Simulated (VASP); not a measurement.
# Sc (I4/mmm) in VASP: further runs

Runs on Sc. Level: PBEsol. Tasks: single point.

All numbers are computed with VASP 6.6.1; they aren't measurements. Logs are shortened: lines on timing, memory, paths and dates and some standing lists are left out, and cuts for length are marked.

**1. The cell of the first run**

Symmetry: I4/mmm, No. 139, tetragonal system. Conventional cell: a = 3.115 Å, b = 3.115 Å, c = 4.541 Å, α = 90.00°, β = 90.00°, γ = 90.00°. Sc (site symmetry 4/mmm) has 12 Sc at 3.11 to 3.16 Å within 4.1 Å.

**2. Single point, PBEsol (strain -0.030 along x and y, +0.000 along z)**

File INCAR:

```
ALGO = Normal ; EDIFF = 1E-6
ENCUT = 520 ; GGA = PS
ISIF = 2 ; ISMEAR = 0
LASPH = T ; LCHARG = T
LELF = T ; LREAL = F
LVHAR = T ; LWAVE = F
NBANDS = 12 ; NELM = 60
PREC = Accurate ; SIGMA = 0.15
```

File KPOINTS:

```
k-points
0
Gamma
  18 18 18
```

File POSCAR:

```
Sc
1.0
    0.0000000000      2.2023850000      2.2705000000
    2.2023850000      0.0000000000      2.2705000000
    2.2023850000      2.2023850000      0.0000000000
Sc
1
Direct
    0.0000000000      0.0000000000      0.0000000000
```

Potentials or basis: VASP PAW PBE potentials, release 64 (Sc_sv).

On the command line:

```sh
> cat potpaw_PBE.64/Sc_sv/POTCAR > POTCAR
> mpirun -np 1 vasp_std > vasp.out
```

OUTCAR:

```text
EDIFF = 1E-6
   ENCUT = 520
   GGA = PS
   ISIF = 2
   ISMEAR = 0
   LASPH = T
   LREAL = F
   NELM = 60
   PREC = Accurate

 ion  position               nearest neighbor table
   1  0.000  0.000  0.000-

  LATTYP: Found a body centered tetragonal cell.
 ALAT       =     3.1146427366
 C/A-ratio  =     1.4579521262

  Lattice vectors:

 A1 = (  -2.2023850000,   0.0000000000,   2.2705000000)
 A2 = (   2.2023850000,   0.0000000000,   2.2705000000)
 A3 = (   0.0000000000,   2.2023850000,  -2.2705000000)

Analysis of symmetry for initial positions (statically):
=====================================================================
 Subroutine PRICEL returns:
 Original cell was already a primitive cell.

 Routine SETGRP: Setting up the symmetry group for a
 body centered tetragonal supercell.

 Subroutine GETGRP returns: Found 16 space group operations
 (whereof 16 operations were pure point group operations)
 out of a pool of 16 trial point group operations.

The static configuration has the point symmetry D_4h.

Analysis of symmetry for dynamics (positions and initial velocities):
=====================================================================
 Subroutine PRICEL returns:
 Original cell was already a primitive cell.

 Routine SETGRP: Setting up the symmetry group for a
 body centered tetragonal supercell.

 Subroutine GETGRP returns: Found 16 space group operations
 (whereof 16 operations were pure point group operations)
 out of a pool of 16 trial point group operations.

The dynamic configuration has the point symmetry D_4h.

 Subroutine INISYM returns: Found 16 space group operations
 (whereof 16 operations are pure point group operations),
 and found     1 'primitive' translations

----------------------------------------------------------------------------------------

                                     Primitive cell

  volume of cell :      22.0261

  direct lattice vectors                    reciprocal lattice vectors
     0.000000000  2.202385000  2.270500000    -0.227026610  0.227026610  0.220215811
     2.202385000  0.000000000  2.270500000     0.227026610 -0.227026610  0.220215811
     2.202385000  2.202385000  0.000000000     0.227026610  0.227026610 -0.220215811

  length of vectors
     3.163174029  3.163174029  3.114642737     0.389329124  0.389329124  0.389329124

  position of ions in fractional coordinates (direct lattice)
     0.000000000  0.000000000  0.000000000

  ion indices of the primitive-cell ions
   primitive index   ion index
[... 81 lines left out ...]
   POTIM  = 0.5000    time-step for ionic-motion
   TEBEG  =    0.0;   TEEND  =   0.0 temperature during run
   PSTRESS=    0.0 pullay stress
   NELECT =      11.0000    total number of electrons
   NUPDOWN=      -1.0000    fix difference up-down
   EMIN   =  10.00;   EMAX   =-10.00  energy-range for DOS
   EFERMI =   0.00;   METHOD = LEGACY
   ISMEAR =     0;   SIGMA  =   0.15  broadening in eV -4-tet -1-fermi 0-gaus
   EFERMI_NEDOS =   21; number of points for ismear=-14 and -15
   IALGO  =     38    algorithm
   IMIX   =      4    mixing-type and parameters
     AMIX     =   0.40;   BMIX     =  1.00
     AMIX_MAG =   1.60;   BMIX_MAG =  1.00
  volume/ion in A,a.u.               =      22.03       148.64
  Fermi-wavevector in a.u.,A,eV,Ry     =   1.298852  2.454475 22.953260  1.687017
  Thomas-Fermi vector in A             =   2.430154
   LORBIT       =      0    0 simple, 1 ext, 2 COOP (PROOUT), +10 PAW based schemes
   GGA     = PS    functional components
   LHFCALC =     F    Hartree Fock is set to
   AEXX    =    0.0000 exact exchange contribution
   IVDW    =     0    specifies the selected vdW correction
   LEPSILON=     F    determine dielectric tensor
   LRPA    =     F    only Hartree local field effects (RPA)
 non-spin polarized calculation
 Gauss-broadening in eV      SIGMA  =   0.15
  energy-cutoff  :      520.00
  volume of cell :       22.03
 maximum number of plane-waves:       612
   NGX = 11   NGY = 11   NGZ = 11

 number of electron      11.0000002 magnetization

 Free energy of the ion-electron system (eV)
  ---------------------------------------------------
  ext. energy  EPLUGINS =         0.00000000
  ---------------------------------------------------
  free energy    TOTEN  =        -6.54781035 eV

  energy without entropy =       -6.52929138  energy(sigma->0) =       -6.53855087

 E-fermi :   4.3201     XC(G=0): -10.4560

 val. band max:        4.3178441262   @ k =  -0.4444   0.1667   0.3333
 cond. band min:       4.3225670749   @ k =   0.4444   0.0000   0.1667
 fundamental gap:      0.0047229486
 Fermi energy:         4.3201339411

 k-point     1 :       0.0000    0.0000    0.0000
  band No.  band energies     occupation
      1     -44.6093      2.00000
      2     -23.0327      2.00000
      3     -23.0324      2.00000
      4     -23.0324      2.00000
      5      -1.0789      2.00000
      6       5.8984      0.00000
      7       6.1252      0.00000
      8       6.1252      0.00000
      9       7.5098      0.00000
     10       7.7830      0.00000
     11      17.4805      0.00000
     12      20.9017      0.00000
[... 331 lines left out ...]
 k-point    24 :      -0.2222    0.0556    0.0000
  band No.  band energies     occupation
      1     -44.5607      2.00000
      2     -23.3231      2.00000
      3     -23.0903      2.00000
      4     -23.0561      2.00000
      5       0.4886      2.00000
      6       5.1069      0.00000
      7       6.1377      0.00000
      8       6.4605      0.00000
      9       7.4816      0.00000
     10       7.8610      0.00000
     11      16.0046      0.00000
     12      18.1612      0.00000

 [... further k-points ...]

------------------------ aborting loop because EDIFF is reached ----------------------------------------

  FORCE on cell =-STRESS in cart. coord.  units (eV):
  Direction    XX          YY          ZZ          XY          YZ          ZX
  --------------------------------------------------------------------------------------
  -------------------------------------------------------------------------------------
  Total        0.6187856      0.6187856      0.4799019      0.0000000      0.0000000      0.0000000
  in kB       45.0103916     45.0103916     34.9080099      0.0000000      0.0000000      0.0000000
  external PRESSURE =      41.6429310 kB  Pullay stress =       0.0000000 kB

 VOLUME and BASIS-vectors are now :
 -----------------------------------------------------------------------------
  energy-cutoff  :      520.00
  volume of cell :       22.03
      direct lattice vectors                 reciprocal lattice vectors
     0.000000000  2.202385000  2.270500000    -0.227026610  0.227026610  0.220215811
     2.202385000  0.000000000  2.270500000     0.227026610 -0.227026610  0.220215811
     2.202385000  2.202385000  0.000000000     0.227026610  0.227026610 -0.220215811

 POSITION                                       TOTAL-FORCE (eV/Angst)
 -----------------------------------------------------------------------------------
      0.00000      0.00000      0.00000         0.000000     -0.000000      0.000000
 -----------------------------------------------------------------------------------
    total drift:                                0.000000      0.000000      0.000000

  FREE ENERGIE OF THE ION-ELECTRON SYSTEM (eV)
  ---------------------------------------------------
  free  energy   TOTEN  =        -6.5478103527 eV

  energy  without entropy=       -6.5292913780  energy(sigma->0) =       -6.53855087
```

OSZICAR:

```text
N       E                     dE             d eps       ncg     rms          rms(c)
DAV:   1     0.728149791246E+02    0.72815E+02   -0.51347E+03 11576   0.914E+02
DAV:   2    -0.582480470720E+01   -0.78640E+02   -0.76941E+02 11536   0.284E+02
DAV:   3    -0.719369461038E+01   -0.13689E+01   -0.13391E+01 14880   0.500E+01
DAV:   4    -0.721590838966E+01   -0.22214E-01   -0.22191E-01 14280   0.510E+00
DAV:   5    -0.721625875790E+01   -0.35037E-03   -0.35036E-03 15644   0.626E-01    0.623E+00
DAV:   6    -0.662983058334E+01    0.58643E+00   -0.87829E-01 17364   0.136E+01    0.189E+00
DAV:   7    -0.655281210240E+01    0.77018E-01   -0.17074E-01 18316   0.576E+00    0.498E-01
DAV:   8    -0.654803179461E+01    0.47803E-02   -0.93442E-03 13400   0.136E+00    0.130E-01
DAV:   9    -0.654780662355E+01    0.22517E-03   -0.88768E-04 17524   0.458E-01    0.197E-02
DAV:  10    -0.654781066541E+01   -0.40419E-05   -0.19847E-05 17016   0.501E-02    0.370E-03
DAV:  11    -0.654781035266E+01    0.31275E-06   -0.89829E-07 11760   0.149E-02
   1 F= -.65478104E+01 E0= -.65385509E+01  d E =-.185190E-01
```

stdout:

```text
POSCAR found type information on POSCAR Sc
 POSCAR found :  1 types and       1 ions
 scaLAPACK will be used
 -----------------------------------------------------------------------------
|                                                                             |
|                                                                             |
|     You enforced a specific xc type in the INCAR file but a different       |
|     I HOPE YOU KNOW WHAT YOU ARE DOING!                                     |
|                                                                             |
 -----------------------------------------------------------------------------

 LDA part: xc-table for (Slater+PW92), standard interpolation
 POSCAR, INCAR and KPOINTS ok, starting setup
 FFT: planning ... GRIDC
 FFT: planning ... GRID_SOFT
 FFT: planning ... GRID
 WAVECAR not read
 entering main loop
```

Run time: 1.9 min. Hardware: 1 thread of Intel Xeon 8259CL, shared host; peak memory 0.24 GiB.

What came out:

```yaml
Free_energy: -6.5478 eV
Pressure: 4.2 GPa
Band_gap_on_the_k_mesh: zero (an odd number of electrons rules out a gap without spin polarisation)
```

Stress tensor (GPa, compression positive):
```
4.50 0.00 0.00
0.00 4.50 0.00
0.00 0.00 3.49
```

Levels at points of the mesh, in eV from the Fermi level:
| k point | band 2 | band 3 | band 4 | band 5 | band 6 | band 7 | band 8 | band 9 |
| --- | --- | --- | --- | --- | --- | --- | --- | --- |
| (0.00, 0.00, 0.00) | -27.35 | -27.35 | -27.35 | -5.40 | 1.58 | 1.81 | 1.81 | 3.19 |
| (0.50, 0.00, 0.00) | -27.94 | -27.44 | -27.42 | -1.91 | 0.48 | 1.47 | 1.72 | 4.33 |
| (0.50, 0.50, 0.00) | -27.89 | -27.54 | -27.54 | -1.80 | -0.76 | 2.04 | 4.39 | 4.65 |
| (0.50, 0.00, 0.50) | -27.90 | -27.59 | -27.55 | -1.77 | -0.83 | 2.51 | 4.37 | 4.57 |

Caveat: the cell differs from its parent crystal (strain -0.030 along x and y, +0.000 along z); the cell stands under pressure; the PAW data sets were made with another functional, which shifts forces and pressure a little.

**3. Single point, PBEsol (strain -0.015 along x and y, -0.030 along z)**

File INCAR:

```
PREC = Accurate
ENCUT = 520
EDIFF = 1E-7
ISMEAR = 0
SIGMA = 0.15
LREAL = F
LASPH = T
NELM = 80
ALGO = Fast
ISIF = 2
LWAVE = F
LCHARG = F
GGA = PS
NBANDS = 12
```

File KPOINTS:

```
Automatic mesh
0
Gamma
  18 18 18
```

File POSCAR:

```
Sc
1.0
    0.0000000000      2.2364425000      2.2023850000
    2.2364425000      0.0000000000      2.2023850000
    2.2364425000      2.2364425000      0.0000000000
Sc
1
Direct
    0.0000000000      0.0000000000      0.0000000000
```

Potentials or basis: VASP PAW PBE potentials, release 64 (Sc_sv).

On the command line:

```sh
> cat potpaw_PBE.64/Sc_sv/POTCAR > POTCAR
> mpirun -np 1 vasp_std > vasp.out
```

Wall time 2.9 min (1 thread of Intel Xeon 8259CL, shared host); peak memory 0.24 GiB.

It converged, with:

```
Free energy            : -6.5490 eV
Pressure               : 4.2 GPa
Band gap on the k mesh : zero (an odd number of electrons rules out a gap without spin polarisation)
```

Stress tensor (GPa, compression positive):
```
4.00 0.00 0.00
0.00 4.00 0.00
0.00 0.00 4.47
```

Levels at points of the mesh, in eV from the Fermi level:
| k point | band 1 | band 2 | band 3 | band 4 | band 5 | band 6 | band 7 | band 8 | band 9 | band 10 |
| --- | --- | --- | --- | --- | --- | --- | --- | --- | --- | --- |
| (0.00, 0.00, 0.00) | -48.93 | -27.35 | -27.35 | -27.35 | -5.40 | 1.69 | 1.69 | 1.80 | 3.26 | 3.40 |
| (0.50, 0.00, 0.00) | -48.83 | -27.94 | -27.43 | -27.42 | -1.91 | 0.48 | 1.53 | 1.65 | 4.36 | 4.41 |
| (0.50, 0.50, 0.00) | -48.80 | -27.90 | -27.57 | -27.57 | -1.77 | -0.83 | 2.51 | 4.37 | 4.66 | 4.66 |
| (0.50, 0.00, 0.50) | -48.80 | -27.90 | -27.56 | -27.54 | -1.78 | -0.79 | 2.27 | 4.38 | 4.62 | 4.70 |

Caveat: the cell differs from its parent crystal (strain -0.015 along x and y, -0.030 along z); the cell stands under pressure; the PAW data sets were made with another functional, which shifts forces and pressure a little.

**4. Single point, PBEsol (strain -0.030 along x and y, +0.015 along z)**

File INCAR:

```
  PREC = Accurate
  ENCUT = 520
  EDIFF = 1E-6
  ISMEAR = 0
  SIGMA = 0.15
  LREAL = False
  LASPH = True
  NELM = 80
  ALGO = Fast
  ISIF = 2
  LWAVE = False
  LCHARG = True
  GGA = PS
  LELF = True
  LVHAR = True
  NBANDS = 12
```

File KPOINTS:

```
regular mesh
0
Gamma
  18 18 18
```

File POSCAR:

```
Sc
1.0
    0.0000000000      2.2023850000      2.3045575000
    2.2023850000      0.0000000000      2.3045575000
    2.2023850000      2.2023850000      0.0000000000
Sc
1
Direct
    0.0000000000      0.0000000000      0.0000000000
```

Potentials or basis: VASP PAW PBE potentials, release 64 (Sc_sv).

On the command line:

```sh
> cat potpaw_PBE.64/Sc_sv/POTCAR > POTCAR
> mpirun -np 1 vasp_std > vasp.out
```

OUTCAR:

```text
PREC = Accurate
   ENCUT = 520
   EDIFF = 1E-6
   ISMEAR = 0
   LREAL = False
   LASPH = True
   NELM = 80
   ISIF = 2
   GGA = PS

 ion  position               nearest neighbor table
   1  0.000  0.000  0.000-

  LATTYP: Found a body centered tetragonal cell.
 ALAT       =     3.1146427366
 C/A-ratio  =     1.4798214081

  Lattice vectors:

 A1 = (  -2.2023850000,   0.0000000000,   2.3045575000)
 A2 = (   2.2023850000,   0.0000000000,   2.3045575000)
[... 540 lines left out ...]
     12      17.9167      0.00000

 [... further k-points ...]

------------------------ aborting loop because EDIFF is reached ----------------------------------------

  FORCE on cell =-STRESS in cart. coord.  units (eV):
  Direction    XX          YY          ZZ          XY          YZ          ZX
  --------------------------------------------------------------------------------------
  -------------------------------------------------------------------------------------
  Total        0.5086963      0.5086963      0.2977221      0.0000000      0.0000000      0.0000000
  in kB       36.4556766     36.4556766     21.3362248      0.0000000      0.0000000      0.0000000
  external PRESSURE =      31.4158593 kB  Pullay stress =       0.0000000 kB

 VOLUME and BASIS-vectors are now :
 -----------------------------------------------------------------------------
  energy-cutoff  :      520.00
  volume of cell :       22.36
      direct lattice vectors                 reciprocal lattice vectors
     0.000000000  2.202385000  2.304557500    -0.227026610  0.227026610  0.216961391
     2.202385000  0.000000000  2.304557500     0.227026610 -0.227026610  0.216961391
     2.202385000  2.202385000  0.000000000     0.227026610  0.227026610 -0.216961391

 POSITION                                       TOTAL-FORCE (eV/Angst)
 -----------------------------------------------------------------------------------
      0.00000      0.00000      0.00000         0.000000      0.000000      0.000000
 -----------------------------------------------------------------------------------
    total drift:                                0.000000      0.000000     -0.000000

  FREE ENERGIE OF THE ION-ELECTRON SYSTEM (eV)
  ---------------------------------------------------
  free  energy   TOTEN  =        -6.5538288708 eV

  energy  without entropy=       -6.5346823030  energy(sigma->0) =       -6.54425559
```

OSZICAR:

```text
N       E                     dE             d eps       ncg     rms          rms(c)
DAV:   1     0.725438374115E+02    0.72544E+02   -0.50975E+03 11568   0.909E+02
DAV:   2    -0.582061953493E+01   -0.78364E+02   -0.76693E+02 11536   0.285E+02
DAV:   3    -0.721640597668E+01   -0.13958E+01   -0.13658E+01 15232   0.500E+01
DAV:   4    -0.723763742682E+01   -0.21231E-01   -0.21220E-01 14408   0.492E+00
DAV:   5    -0.723796659689E+01   -0.32917E-03   -0.32917E-03 15448   0.580E-01    0.612E+00
RMM:   6    -0.661912894540E+01    0.61884E+00   -0.63253E-01 11977   0.106E+01    0.186E+00
RMM:   7    -0.655965596244E+01    0.59473E-01   -0.66561E-01 14827   0.697E+00    0.729E-01
RMM:   8    -0.655465360697E+01    0.50024E-02   -0.38530E-02 12667   0.292E+00    0.487E-01
RMM:   9    -0.655412412412E+01    0.52948E-03   -0.14655E-02 15211   0.103E+00    0.147E-01
RMM:  10    -0.655376687670E+01    0.35725E-03   -0.26795E-03 14846   0.595E-01    0.472E-02
RMM:  11    -0.655382982436E+01   -0.62948E-04   -0.71328E-04 14690   0.178E-01    0.374E-02
RMM:  12    -0.655382656663E+01    0.32577E-05   -0.74572E-05 14030   0.109E-01    0.220E-03
RMM:  13    -0.655382876494E+01   -0.21983E-05   -0.23318E-05 12998   0.391E-02    0.278E-03
RMM:  14    -0.655382887078E+01   -0.10583E-06   -0.20624E-06 11259   0.196E-02
   1 F= -.65538289E+01 E0= -.65442556E+01  d E =-.191466E-01
```

stdout:

```text
POSCAR found type information on POSCAR Sc
 POSCAR found :  1 types and       1 ions
 scaLAPACK will be used
 -----------------------------------------------------------------------------
|                                                                             |
|                                                                             |
|     You enforced a specific xc type in the INCAR file but a different       |
|     I HOPE YOU KNOW WHAT YOU ARE DOING!                                     |
|                                                                             |
 -----------------------------------------------------------------------------

 LDA part: xc-table for (Slater+PW92), standard interpolation
 POSCAR, INCAR and KPOINTS ok, starting setup
 FFT: planning ... GRIDC
 FFT: planning ... GRID_SOFT
 FFT: planning ... GRID
 WAVECAR not read
 entering main loop
```

Run time: 2.6 min. Hardware: 1 thread of Intel Xeon 8259CL, shared host; peak memory 0.24 GiB.

Results:

- Free energy: -6.5538 eV
- Pressure: 3.1 GPa
- Band gap on the k mesh: zero (an odd number of electrons rules out a gap without spin polarisation)

Levels at points of the mesh, in eV from the Fermi level:
```
           k point  band 1  band 2  band 3  band 4  band 5  band 6  band 7  band 8  band 9  band 10
(0.00, 0.00, 0.00)  -48.97  -27.40  -27.40  -27.40   -5.38    1.49    1.83    1.83    3.07     3.47
(0.50, 0.00, 0.00)  -48.88  -27.96  -27.49  -27.46   -1.90    0.45    1.39    1.76    4.24     4.38
(0.50, 0.50, 0.00)  -48.86  -27.92  -27.57  -27.57   -1.78   -0.71    1.83    4.32    4.57     4.57
(0.50, 0.00, 0.50)  -48.84  -27.93  -27.64  -27.58   -1.73   -0.81    2.53    4.28    4.45     4.71
```

Caveat: the cell differs from its parent crystal (strain -0.030 along x and y, +0.015 along z); the cell stands under pressure; the PAW data sets were made with another functional, which shifts forces and pressure a little.

**5. Summary**

```csv
cell,gap on the mesh (eV),pressure (GPa)
"a = 3.163, b = 3.163, c = 3.115 Å, angles 60.5, 60.5, 59.0°, 1 atom",none,4.2
"a = 3.139, b = 3.139, c = 3.163 Å, angles 59.7, 59.7, 60.5°, 1 atom",none,4.2
"a = 3.188, b = 3.188, c = 3.115 Å, angles 60.8, 60.8, 58.5°, 1 atom",none,3.1
```

Alike in all rows: task single point; level PBEsol; potentials or basis VASP PAW PBE potentials, release 64 (Sc_sv); no spin polarisation; k mesh 18 × 18 × 18; cutoff (eV) 520; smearing gaussian 0.15 eV.

Caveats: the cell stands under pressure; the PAW data sets were made with another functional, which shifts forces and pressure a little.

Total energies depend on the potentials used, so only differences within one code and one set of settings carry meaning.
